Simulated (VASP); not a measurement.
# MnO (Fm-3m) in VASP: a series of runs, part 2 of 4

VASP 6.6.1. Earlier steps stand in the parts before.

**3. Single point, revPBE, collinear spin, ferromagnetic start**

Input file INCAR:

```
SYSTEM = MnO
PREC     = Accurate       ! precision mode
ENCUT    = 520            ! plane-wave cutoff, eV
EDIFF    = 1E-6           ! SCF threshold, eV
ISMEAR   = -1             ! smearing method
SIGMA    = 0.05           ! smearing width, eV
LREAL    = .False.        ! projectors in reciprocal space
LASPH    = .True.         ! aspherical terms in the spheres
NELM     = 150            ! most SCF steps
ALGO     = Normal         ! electronic algorithm
ISIF     = 2              ! what is computed and relaxed
LWAVE    = .False.        ! write WAVECAR
LCHARG   = .True.         ! write CHGCAR
ISPIN    = 2              ! spin polarisation
MAGMOM   = 4 0            ! initial moments
LORBIT   = 11             ! projections on sites
LMAXMIX  = 4              ! l up to which the mixer works
GGA      = RE             ! functional
LELF     = .True.         ! ELF
LVHAR    = .True.       
NBANDS   = 20             ! bands
```

Input file KPOINTS:

```
Automatic mesh
0
Gamma
  10 10 10
  0 0 0
```

Input file POSCAR:

```
MnO
1.0
    0.0000000000      2.2675248097      2.2675248097
    2.2675248097      0.0000000000      2.2675248097
    2.2675248097      2.2675248097      0.0000000000
Mn O
1 1
Direct
    0.0000000000      0.0000000000      0.0000000000
    0.5000000000      0.5000000000      0.5000000000
```

Potentials or basis: VASP PAW PBE potentials, release 64 (Mn_pv, O).

Launch:

```sh
cat potpaw_PBE.64/Mn_pv/POTCAR potpaw_PBE.64/O/POTCAR > POTCAR
mpirun -np 1 vasp_std > vasp.out
```

OUTCAR:

```text
SYSTEM = MnO
   PREC = Accurate
   ENCUT = 520
   EDIFF = 1E-6
   ISMEAR = -1
   LREAL = .False.
   LASPH = .True.
   NELM = 150
   ISIF = 2
   ISPIN = 2
   LORBIT = 11
   GGA = RE

 ion  position               nearest neighbor table
   1  0.000  0.000  0.000-   2 2.27   2 2.27   2 2.27   2 2.27   2 2.27   2 2.27
   2  0.500  0.500  0.500-   1 2.27   1 2.27   1 2.27   1 2.27   1 2.27   1 2.27

  LATTYP: Found a face centered cubic cell.
 ALAT       =     4.5350496194

  Lattice vectors:

 A1 = (   0.0000000000,   2.2675248097,   2.2675248097)
 A2 = (   2.2675248097,   0.0000000000,   2.2675248097)
 A3 = (   2.2675248097,   2.2675248097,   0.0000000000)

Analysis of symmetry for initial positions (statically):
=====================================================================
 Subroutine PRICEL returns:
 Original cell was already a primitive cell.

 Routine SETGRP: Setting up the symmetry group for a
 face centered cubic supercell.

 Subroutine GETGRP returns: Found 48 space group operations
 (whereof 48 operations were pure point group operations)
 out of a pool of 48 trial point group operations.

The static configuration has the point symmetry O_h .

Analysis of symmetry for dynamics (positions and initial velocities):
=====================================================================
 Subroutine PRICEL returns:
 Original cell was already a primitive cell.

 Routine SETGRP: Setting up the symmetry group for a
 face centered cubic supercell.

 Subroutine GETGRP returns: Found 48 space group operations
 (whereof 48 operations were pure point group operations)
 out of a pool of 48 trial point group operations.

The dynamic configuration has the point symmetry O_h .

Analysis of structural, dynamic, and magnetic symmetry:
=====================================================================
 Subroutine PRICEL returns:
 Original cell was already a primitive cell.

 Routine SETGRP: Setting up the symmetry group for a
 face centered cubic supercell.

 Subroutine GETGRP returns: Found 48 space group operations
 (whereof 48 operations were pure point group operations)
 out of a pool of 48 trial point group operations.

The overall configuration has the point symmetry O_h .

 Subroutine INISYM returns: Found 48 space group operations
 (whereof 48 operations are pure point group operations),
 and found     1 'primitive' translations

----------------------------------------------------------------------------------------

                                     Primitive cell

  volume of cell :      23.3177

  direct lattice vectors                    reciprocal lattice vectors
     0.000000000  2.267524810  2.267524810    -0.220504754  0.220504754  0.220504754
     2.267524810  0.000000000  2.267524810     0.220504754 -0.220504754  0.220504754
     2.267524810  2.267524810  0.000000000     0.220504754  0.220504754 -0.220504754

  length of vectors
     3.206764339  3.206764339  3.206764339     0.381925437  0.381925437  0.381925437

  position of ions in fractional coordinates (direct lattice)
     0.000000000  0.000000000  0.000000000
     0.500000000  0.500000000  0.500000000

  ion indices of the primitive-cell ions
   primitive index   ion index
                 1           1
[... 64 lines left out ...]
   PREC   = accura    normal or accurate (medium, high low for compatibility)
   ISTART =      0    job   : 0-new  1-cont  2-samecut
   ICHARG =      2    charge: 1-file 2-atom 10-const
   ISPIN  =      2    spin polarized calculation?
   LNONCOLLINEAR =      F non collinear calculations
   LSORBIT =      F    spin-orbit coupling
   LASPH  =      T    aspherical Exc in radial PAW
   ENCUT  =  520.0 eV  38.22 Ry    6.18 a.u.   5.96  5.96  5.96*2*pi/ulx,y,z
   NELM   =    150;   NELMIN=  2; NELMDL= -5     # of ELM steps
   EDIFF  = 0.1E-05   stopping-criterion for ELM
   LREAL  =      F    real-space projection
   EDIFFG = 0.1E-04   stopping-criterion for IOM
   NSW    =      0    number of steps for IOM
   IBRION =     -1    ionic relax: 0-MD 1-quasi-New 2-CG
   NFREE  =      0    steps in history (QN), initial steepest desc. (CG)
   ISIF   =      2    stress and relaxation
   ISYM   =      2    0-nonsym 1-usesym 2-fastsym
   POTIM  = 0.5000    time-step for ionic-motion
   TEBEG  =    0.0;   TEEND  =   0.0 temperature during run
   PSTRESS=    0.0 pullay stress
   NELECT =      19.0000    total number of electrons
   NUPDOWN=      -1.0000    fix difference up-down
   EMIN   =  10.00;   EMAX   =-10.00  energy-range for DOS
   EFERMI =   0.00;   METHOD = LEGACY
   ISMEAR =    -1;   SIGMA  =   0.05  broadening in eV -4-tet -1-fermi 0-gaus
   EFERMI_NEDOS =   21; number of points for ismear=-14 and -15
   IALGO  =     38    algorithm
   IMIX   =      4    mixing-type and parameters
     AMIX     =   0.40;   BMIX     =  1.00
     AMIX_MAG =   1.60;   BMIX_MAG =  1.00
  volume/ion in A,a.u.               =      11.66        78.68
  Fermi-wavevector in a.u.,A,eV,Ry     =   1.529082  2.889545 31.811652  2.338090
  Thomas-Fermi vector in A             =   2.636752
   LORBIT       =     11    0 simple, 1 ext, 2 COOP (PROOUT), +10 PAW based schemes
   GGA     = RE    functional components
   LHFCALC =     F    Hartree Fock is set to
   AEXX    =    0.0000 exact exchange contribution
   IVDW    =     0    specifies the selected vdW correction
   LEPSILON=     F    determine dielectric tensor
   LRPA    =     F    only Hartree local field effects (RPA)
 spin polarized calculation
  energy-cutoff  :      520.00
  volume of cell :       23.32
 maximum number of plane-waves:       636
   NGX = 11   NGY = 11   NGZ = 11

 number of electron      19.0000006 magnetization       4.9272732

 Free energy of the ion-electron system (eV)
  ---------------------------------------------------
  ext. energy  EPLUGINS =         0.00000000
  ---------------------------------------------------
  free energy    TOTEN  =       -15.81135827 eV

  energy without entropy =      -15.80665771  energy(sigma->0) =      -15.80900799

 E-fermi :   6.9045     XC(G=0): -11.3569

 val. band max:        6.7972323470   @ k =   0.5000   0.4000   0.0000
 cond. band min:       6.9075008525   @ k =  -0.3000   0.2000   0.0000
 fundamental gap:      0.1102685055
 Fermi energy:         6.9045405707

 spin component 1

 k-point     1 :       0.0000    0.0000    0.0000
  band No.  band energies     occupation
      1     -43.5609      1.00000
      2     -43.5609      1.00000
      3     -43.5609      1.00000
      4     -12.8617      1.00000
      5       3.5061      1.00000
      6       3.5061      1.00000
[... 541 lines left out ...]
     19      30.6280      0.00000
     20      32.6082      0.00000

 [... further k-points ...]

 spin component 2

 k-point     1 :       0.0000    0.0000    0.0000
  band No.  band energies     occupation
      1     -38.7298      1.00000
      2     -38.7298      1.00000
      3     -38.7298      1.00000
      4     -12.4223      1.00000
      5       3.8866      1.00000
      6       3.8866      1.00000
[... 541 lines left out ...]
     19      31.7023      0.00000
     20      33.7429      0.00000

 [... further k-points ...]

------------------------ aborting loop because EDIFF is reached ----------------------------------------

  FORCE on cell =-STRESS in cart. coord.  units (eV):
  Direction    XX          YY          ZZ          XY          YZ          ZX
  --------------------------------------------------------------------------------------
  -------------------------------------------------------------------------------------
  Total       -0.3033288     -0.3033288     -0.3033288     -0.0000000      0.0000000      0.0000000
  in kB      -20.8419396    -20.8419396    -20.8419396     -0.0000000      0.0000000      0.0000000
  external PRESSURE =     -20.8419396 kB  Pullay stress =       0.0000000 kB

 VOLUME and BASIS-vectors are now :
 -----------------------------------------------------------------------------
  energy-cutoff  :      520.00
  volume of cell :       23.32
      direct lattice vectors                 reciprocal lattice vectors
     0.000000000  2.267524810  2.267524810    -0.220504754  0.220504754  0.220504754
     2.267524810  0.000000000  2.267524810     0.220504754 -0.220504754  0.220504754
     2.267524810  2.267524810  0.000000000     0.220504754  0.220504754 -0.220504754

 POSITION                                       TOTAL-FORCE (eV/Angst)
 -----------------------------------------------------------------------------------
      0.00000      0.00000      0.00000         0.000000      0.000000     -0.000000
      2.26752      2.26752      2.26752        -0.000000      0.000000      0.000000
 -----------------------------------------------------------------------------------
    total drift:                                0.000000     -0.000000     -0.000000

  FREE ENERGIE OF THE ION-ELECTRON SYSTEM (eV)
  ---------------------------------------------------
  free  energy   TOTEN  =       -15.8113582698 eV

  energy  without entropy=      -15.8066577091  energy(sigma->0) =      -15.80900799

 total charge

# of ion       s       p       d       tot
------------------------------------------
    1        0.192   6.157   4.938  11.287
    2        1.564   3.404   0.000   4.968
--------------------------------------------------
tot          1.756   9.561   4.938  16.255

 magnetization (x)

# of ion       s       p       d       tot
------------------------------------------
    1        0.035   0.026   4.397   4.458
    2        0.028   0.175   0.000   0.203
--------------------------------------------------
tot          0.064   0.201   4.397   4.662
```

Wall time 14 s (1 thread of Intel Xeon 6975P-C (Granite Rapids), shared host); peak memory 0.17 GiB.

What came out:

```yaml
Free_energy: -15.8114 eV
Pressure: -2.1 GPa
Net_moment: 4.93 μB per cell
Site_moments: Mn +4.46; O +0.20 μB
Valence_electrons_inside_the_program's_atomic_spheres: Mn 11.29; O 4.97
```

Levels at points of the mesh, in eV from the Fermi level:
Spin up:
| k point | band 9 | band 10 | band 11 | band 12 | band 13 | band 14 | band 15 | band 16 |
| --- | --- | --- | --- | --- | --- | --- | --- | --- |
| (0.00, 0.00, 0.00) | -3.18 | -3.18 | -2.70 | -2.70 | -0.71 | 13.83 | 15.90 | 15.90 |
| (0.50, 0.00, 0.00) | -2.39 | -1.95 | 0.06 | 0.06 | 3.41 | 7.33 | 11.55 | 11.55 |
| (0.50, 0.50, 0.00) | -2.33 | -2.16 | -2.16 | -2.07 | 4.68 | 7.59 | 10.12 | 13.13 |
Spin down:
```tsv
k point	band 4	band 5	band 6	band 7	band 8	band 9	band 10	band 11
(0.00, 0.00, 0.00)	-19.33	-3.02	-3.02	-3.02	0.76	1.04	1.04	1.04
(0.50, 0.00, 0.00)	-18.51	-6.76	-4.37	-4.37	2.09	2.15	2.15	3.62
(0.50, 0.50, 0.00)	-18.51	-5.90	-3.94	-3.94	-0.38	2.11	2.21	2.54
```

Caveat: the PAW data sets were made with another functional, which shifts forces and pressure a little; a cell with one magnetic atom can't hold antiferromagnetic order, which such compounds often take; semilocal functionals often make such compounds metallic where correlation or magnetic order opens a gap, which also shifts bond lengths. With open d or f shells a metallic result of revPBE can be an artefact of self-interaction; +U or a hybrid may open a gap.

(Part 2 of 4 ends here.)
